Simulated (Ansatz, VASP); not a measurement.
## MgCd3Se4: VASP beside Ansatz

```
Mg Cd Se
1.0
     6.14276    0.00000    0.00000
     0.00000    6.14276    0.00000
     0.00000    0.00000    6.14276
Mg Cd Se
1 3 4
Direct
  0.00000 0.00000 0.00000
  0.00000 0.50000 0.50000
  0.50000 0.00000 0.50000
  0.50000 0.50000 0.00000
  0.75532 0.75532 0.24468
  0.75532 0.24468 0.75532
  0.24468 0.75532 0.75532
  0.24468 0.24468 0.24468
```

Alike in both runs: functional PBE; k mesh 6 × 6 × 6; occupations gaussian, width 0.02 eV; no spin polarisation.

Ansatz relaxed the structure, and its values are those at the end. VASP's run is a single point on that final structure, the one shown.

|  | VASP | Ansatz |
| --- | --- | --- |
| version | VASP 6.6.1 | Ansatz 0.2.0 |
| potentials or method | VASP PAW PBE potentials, release 64 (Mg, Cd, Se), cutoff 520 eV | scalar-relativistic, plane waves, PAW |
| valence electrons in the cell | 62 | 134 |

```csv
,VASP,Ansatz,Ansatz less VASP
gap on the k mesh at the Fermi level (eV),0.99,0.99,+0.001
least direct gap on the mesh (eV),0.99,0.99,+0.001
pressure (GPa),0.2,0.0,-0.18
rms of the force components (eV/Å),0.013,0.000,-0.0130
```

The functional is the same, so the differences come from potentials, cutoffs and numerics. VASP's potentials hold 62 valence electrons a cell and Ansatz's 134, so a difference there can come from the potentials and not from the codes.
